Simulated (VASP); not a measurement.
# ZrB2: single point with PBEsol

Crystal: ZrB2.

```
CELL_PARAMETERS angstrom
3.09374 0.00000 0.00000
-1.54687 2.67926 0.00000
0.00000 0.00000 3.42806
ATOMIC_POSITIONS crystal
Zr 0.00000 0.00000 0.00000
B 0.33333 0.66667 0.50000
B 0.66667 0.33333 0.50000
```

This cell differs from its parent crystal: volume scaled by 0.94, then relaxed in part.

```yaml
Program: VASP 6.6.1
Task: single point
Functional: PBEsol
Potentials_or_basis: VASP PAW PBE potentials, release 64 (Zr_sv, B)
Cutoff: 520 eV
k_mesh: 18 × 18 × 12
Occupations: gaussian, width 0.1 eV
Spin: no spin polarisation
```

```json
{
  "Pressure": "17.8 GPa",
  "Band gap on the k mesh": "zero (band 9 reaches 12.08 eV, above the bottom of band 10 at 10.79 eV)"
}
```

Levels at points of the mesh, in eV from the Fermi level:
| k point | band 7 | band 8 | band 9 | band 10 | band 11 | band 12 |
| --- | --- | --- | --- | --- | --- | --- |
| (0.00, 0.00, 0.00) | -2.87 | -2.83 | -2.26 | 3.72 | 3.72 | 4.62 |
| (0.50, 0.00, 0.00) | -4.19 | -3.17 | -2.99 | 2.39 | 2.49 | 5.39 |
| (0.00, 0.00, 0.50) | -1.04 | -1.04 | 0.24 | 0.24 | 0.79 | 0.79 |
| (0.50, 0.00, 0.50) | -4.96 | -4.45 | -1.82 | 4.19 | 4.45 | 5.84 |

Wall time 50 s on 1 thread of AMD EPYC 9R45 96-Core Processor (Zen 5), on a shared host, peak memory 0.21 GiB.

Caveat: the PAW data sets were made with another functional, which shifts forces and pressure a little.
